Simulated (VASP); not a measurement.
# Fe (Im-3m) in VASP: settings compared, part 2 of 2

VASP 6.6.1.

## (3) Single point, b88 exchange, pbe correlation, collinear spin, ferromagnetic start

This run uses another cell than the first one, of 12.74 Å³/atom.

File INCAR:

```
  PREC = Accurate
  ENCUT = 690
  EDIFF = 1E-6
  ISMEAR = -1
  SIGMA = 0.05
  LREAL = False
  LASPH = True
  NELM = 200
  ALGO = Normal
  ISIF = 2
  LWAVE = False
  LCHARG = True
  ISPIN = 2
  MAGMOM = 3
  LORBIT = 11
  LMAXMIX = 4
  GGA = LIBXC
  LIBXC1 = GGA_X_B88
  LIBXC2 = GGA_C_PBE
  LELF = True
  LVHAR = True
  NBANDS = 18
  GGA_COMPAT = False
```

File KPOINTS:

```
regular mesh
0
Gamma
  13 13 13
```

File POSCAR:

```
Fe
1.0
   -1.4713013028      1.4713013028      1.4713013028
    1.4713013028     -1.4713013028      1.4713013028
    1.4713013028      1.4713013028     -1.4713013028
Fe
1
Direct
    0.0000000000      0.0000000000      0.0000000000
```

Potentials or basis: VASP PAW PBE potentials, release 64 (Fe_sv).

Command:

```console
$ cat potpaw_PBE.64/Fe_sv/POTCAR > POTCAR
$ mpirun -np 1 vasp_std > vasp.out
```

OUTCAR:

```text
PREC = Accurate
   ENCUT = 690
   EDIFF = 1E-6
   ISMEAR = -1
   LREAL = False
   LASPH = True
   NELM = 200
   ISIF = 2
   ISPIN = 2
   LORBIT = 11
   GGA = LIBXC

 ion  position               nearest neighbor table
   1  0.000  0.000  0.000-

  LATTYP: Found a body centered cubic cell.
 ALAT       =     2.9426026056

  Lattice vectors:

 A1 = (  -1.4713013028,   1.4713013028,   1.4713013028)
 A2 = (   1.4713013028,  -1.4713013028,   1.4713013028)
 A3 = (   1.4713013028,   1.4713013028,  -1.4713013028)

Analysis of symmetry for initial positions (statically):
=====================================================================
 Subroutine PRICEL returns:
 Original cell was already a primitive cell.

 Routine SETGRP: Setting up the symmetry group for a
 body centered cubic supercell.

 Subroutine GETGRP returns: Found 48 space group operations
 (whereof 48 operations were pure point group operations)
 out of a pool of 48 trial point group operations.

The static configuration has the point symmetry O_h .

Analysis of symmetry for dynamics (positions and initial velocities):
=====================================================================
 Subroutine PRICEL returns:
[... 182 lines left out ...]
      3     -43.6120      1.00000
      4     -43.6120      1.00000
      5       2.4544      1.00000
      6       8.1134      1.00000
[... 493 lines left out ...]
     17      42.5703      0.00000
     18      45.6598      0.00000

 [... further k-points ...]

 spin component 2

 k-point     1 :       0.0000    0.0000    0.0000
  band No.  band energies     occupation
      1     -74.7306      1.00000
      2     -40.6862      1.00000
      3     -40.6862      1.00000
      4     -40.6862      1.00000
      5       2.6313      1.00000
      6      10.3616      0.14964
[... 493 lines left out ...]
     17      42.9123      0.00000
     18      46.2021      0.00000

 [... further k-points ...]
[... 5 lines left out ...]
  --------------------------------------------------------------------------------------
  -------------------------------------------------------------------------------------
  Total       -1.1929281     -1.1929281     -1.1929281      0.0000000      0.0000000     -0.0000000
  in kB     -150.0237387   -150.0237387   -150.0237387      0.0000000      0.0000000     -0.0000000
  external PRESSURE =    -150.0237387 kB  Pullay stress =       0.0000000 kB

 VOLUME and BASIS-vectors are now :
 -----------------------------------------------------------------------------
  energy-cutoff  :      690.00
  volume of cell :       12.74
      direct lattice vectors                 reciprocal lattice vectors
    -1.471301303  1.471301303  1.471301303     0.000000000  0.339835219  0.339835219
     1.471301303 -1.471301303  1.471301303     0.339835219  0.000000000  0.339835219
     1.471301303  1.471301303 -1.471301303     0.339835219  0.339835219  0.000000000

 POSITION                                       TOTAL-FORCE (eV/Angst)
 -----------------------------------------------------------------------------------
      0.00000      0.00000      0.00000        -0.000000      0.000000     -0.000000
 -----------------------------------------------------------------------------------
    total drift:                                0.000000      0.000000      0.000000

  FREE ENERGIE OF THE ION-ELECTRON SYSTEM (eV)
  ---------------------------------------------------
  free  energy   TOTEN  =        -8.1685289124 eV

  energy  without entropy=       -8.1576266632  energy(sigma->0) =       -8.16307779

 total charge

# of ion       s       p       d       tot
------------------------------------------
    1        2.170   6.018   5.512  13.701

 magnetization (x)

# of ion       s       p       d       tot
------------------------------------------
    1       -0.001  -0.008   2.505   2.496
```

OSZICAR:

```text
N       E                     dE             d eps       ncg     rms          rms(c)
DAV:   1     0.221495903902E+03    0.22150E+03   -0.10246E+04  6220   0.151E+03
DAV:   2     0.292270101570E+00   -0.22120E+03   -0.20486E+03  6086   0.438E+02
DAV:   3    -0.897950568893E+01   -0.92718E+01   -0.91773E+01  7198   0.110E+02
DAV:   4    -0.912177379088E+01   -0.14227E+00   -0.14223E+00  7192   0.139E+01
DAV:   5    -0.912548331494E+01   -0.37095E-02   -0.37094E-02  7044   0.230E+00    0.113E+01
DAV:   6    -0.838609587303E+01    0.73939E+00   -0.31022E+00  6874   0.481E+01    0.125E+01
DAV:   7    -0.817733479390E+01    0.20876E+00   -0.61739E-01  6958   0.198E+01    0.478E+00
DAV:   8    -0.817241416849E+01    0.49206E-02   -0.10796E-02  6814   0.137E+00    0.145E+00
DAV:   9    -0.816835674641E+01    0.40574E-02   -0.50079E-03  8092   0.113E+00    0.436E-01
DAV:  10    -0.816849808980E+01   -0.14134E-03   -0.10347E-03  7162   0.738E-01    0.102E-01
DAV:  11    -0.816852005270E+01   -0.21963E-04   -0.41131E-05  6504   0.639E-02    0.538E-02
DAV:  12    -0.816852846568E+01   -0.84130E-05   -0.75068E-06  7632   0.381E-02    0.140E-02
DAV:  13    -0.816852891239E+01   -0.44672E-06   -0.66421E-07  4938   0.984E-03
   1 F= -.81685289E+01 E0= -.81630778E+01  d E =-.109022E-01  mag=     2.4911
```

It took 48 s on 1 thread of Intel Xeon 6975P-C (Granite Rapids), shared host; peak memory 0.17 GiB.

Results:

```yaml
Free_energy: -8.1685 eV
Pressure: -15.0 GPa
Net_moment: 2.49 μB per cell
Site_moments: Fe +2.50 μB
Valence_electrons_inside_the_program's_atomic_spheres: Fe 13.70
```

Caveat: the cell stands under tension; the PAW data sets were made with another functional, which shifts forces and pressure a little.

## (4) Single point, BLYP+D4, collinear spin, ferromagnetic start

This run uses another cell than the first one, of 12.26 Å³/atom.

File INCAR:

```
SYSTEM = Fe
  PREC = Accurate
  ENCUT = 690
  EDIFF = 1E-6
  ISMEAR = -1
  SIGMA = 0.05
  LREAL = .False.
  LASPH = .True.
  NELM = 200
  ALGO = Normal
  ISIF = 2
  LWAVE = .False.
  LCHARG = .False.
  ISPIN = 2
  MAGMOM = 3
  LORBIT = 11
  LMAXMIX = 4
  GGA = B5
  ALDAX = 1.0
  AGGAX = 1.0
  AGGAC = 1.0
  ALDAC = 0.0
  IVDW = 13
  VDW_S6 = 1.0
  VDW_S8 = 2.34076671
  VDW_A1 = 0.44488865
  VDW_A2 = 4.0933009
  NBANDS = 18
  GGA_COMPAT = .False.
```

File KPOINTS:

```
regular mesh
0
Gamma
  13 13 13
  0 0 0
```

File POSCAR:

```
Fe
1.0
   -1.4525565699      1.4525565699      1.4525565699
    1.4525565699     -1.4525565699      1.4525565699
    1.4525565699      1.4525565699     -1.4525565699
Fe
1
Direct
    0.0000000000      0.0000000000      0.0000000000
```

Potentials or basis: VASP PAW PBE potentials, release 64 (Fe_sv).

Command:

```console
$ cat potpaw_PBE.64/Fe_sv/POTCAR > POTCAR
$ mpirun -np 1 vasp_std > vasp.out
```

OUTCAR:

```text
SYSTEM = Fe
   PREC = Accurate
   ENCUT = 690
   EDIFF = 1E-6
   ISMEAR = -1
   LREAL = .False.
   LASPH = .True.
   NELM = 200
   ISIF = 2
   ISPIN = 2
   LORBIT = 11
   GGA = B5
   IVDW = 13

 ion  position               nearest neighbor table
   1  0.000  0.000  0.000-

  LATTYP: Found a body centered cubic cell.
 ALAT       =     2.9051131398

  Lattice vectors:

 A1 = (  -1.4525565699,   1.4525565699,   1.4525565699)
 A2 = (   1.4525565699,  -1.4525565699,   1.4525565699)
 A3 = (   1.4525565699,   1.4525565699,  -1.4525565699)

Analysis of symmetry for initial positions (statically):
=====================================================================
 Subroutine PRICEL returns:
 Original cell was already a primitive cell.

 Routine SETGRP: Setting up the symmetry group for a
 body centered cubic supercell.

 Subroutine GETGRP returns: Found 48 space group operations
 (whereof 48 operations were pure point group operations)
 out of a pool of 48 trial point group operations.

The static configuration has the point symmetry O_h .

Analysis of symmetry for dynamics (positions and initial velocities):
[... 684 lines left out ...]
 [... further k-points ...]

 spin component 2

 k-point     1 :       0.0000    0.0000    0.0000
  band No.  band energies     occupation
      1     -73.5010      1.00000
      2     -39.6405      1.00000
      3     -39.6405      1.00000
      4     -39.6405      1.00000
      5       3.6416      1.00000
      6      11.1160      0.99157
[... 493 lines left out ...]
     17      44.8311      0.00000
     18      48.1496      0.00000

 [... further k-points ...]

------------------------ aborting loop because EDIFF is reached ----------------------------------------

  DFT-D4 for vdW energy calculation

  Edisp (eV):   -0.62735

  FORCE on cell =-STRESS in cart. coord.  units (eV):
  Direction    XX          YY          ZZ          XY          YZ          ZX
  --------------------------------------------------------------------------------------
  -------------------------------------------------------------------------------------
  Total      -1.09518    -1.09518    -1.09518    -0.00000    -0.00000     0.00000
  in kB    -143.13165  -143.13165  -143.13165    -0.00000    -0.00000     0.00000
  external pressure =     -143.13 kB  Pullay stress =        0.00 kB

 VOLUME and BASIS-vectors are now :
 -----------------------------------------------------------------------------
  energy-cutoff  :      690.00
  volume of cell :       12.26
      direct lattice vectors                 reciprocal lattice vectors
    -1.452556570  1.452556570  1.452556570     0.000000000  0.344220673  0.344220673
     1.452556570 -1.452556570  1.452556570     0.344220673  0.000000000  0.344220673
     1.452556570  1.452556570 -1.452556570     0.344220673  0.344220673  0.000000000

 POSITION                                       TOTAL-FORCE (eV/Angst)
 -----------------------------------------------------------------------------------
      0.00000      0.00000      0.00000        -0.000000      0.000000      0.000000
 -----------------------------------------------------------------------------------
    total drift:                                0.000000      0.000000      0.000000

  FREE ENERGIE OF THE ION-ELECTRON SYSTEM (eV)
  ---------------------------------------------------
  free  energy   TOTEN  =        -7.8977744512 eV

  energy  without entropy=       -7.8870006593  energy(sigma->0) =       -7.89238756

 total charge

# of ion       s       p       d       tot
------------------------------------------
    1        2.178   6.018   5.559  13.755

 magnetization (x)

# of ion       s       p       d       tot
------------------------------------------
    1       -0.002  -0.007   2.275   2.266
```

stdout:

```text
POSCAR found type information on POSCAR Fe
 POSCAR found :  1 types and       1 ions
 scaLAPACK will be used
 -----------------------------------------------------------------------------
|                                                                             |
|                                                                             |
|     You enforced a specific xc type in the INCAR file but a different       |
|     I HOPE YOU KNOW WHAT YOU ARE DOING!                                     |
|                                                                             |
 -----------------------------------------------------------------------------

 LDA part: xc-table for (Slater(with rela. corr.)+VWN5), standard interpolation
 POSCAR, INCAR and KPOINTS ok, starting setup
 FFT: planning ... GRIDC
 FFT: planning ... GRID_SOFT
 FFT: planning ... GRID
 WAVECAR not read
 entering main loop
```

It took 28 s on 1 thread of Intel Xeon Platinum 8375C at 2.90GHz (Ice Lake), shared host; peak memory 0.17 GiB.

Results:

```yaml
Free_energy: -7.8978 eV
Pressure: -14.3 GPa
Net_moment: 2.26 μB per cell
Site_moments: Fe +2.27 μB
Valence_electrons_inside_the_program's_atomic_spheres: Fe 13.76
Dispersion_energy_per_atom: -0.627 eV
```

Caveat: the cell stands under tension; the PAW data sets were made with another functional, which shifts forces and pressure a little.

## (5) The runs side by side

| level | cell | gap on the mesh (eV) | pressure (GPa) | moment (μB) |
| --- | --- | --- | --- | --- |
| PBEsol+D4 | a = 2.499 Å, angles 109.5°, 1 atom | none | -21.6 | 2.26 |
| b88 exchange, pbe correlation | a = 2.548 Å, angles 109.5°, 1 atom | none | -15.0 | 2.49 |
| BLYP+D4 | a = 2.516 Å, angles 109.5°, 1 atom | none | -14.3 | 2.26 |

Alike in all rows: task single point; potentials or basis VASP PAW PBE potentials, release 64 (Fe_sv); spin collinear, ferromagnetic start; k mesh 13 × 13 × 13; cutoff (eV) 690; smearing fermi-dirac 0.05 eV.

Caveats: the cell stands under tension; the PAW data sets were made with another functional, which shifts forces and pressure a little.

Total energies depend on the potentials used, so only differences within one code and one set of settings carry meaning.
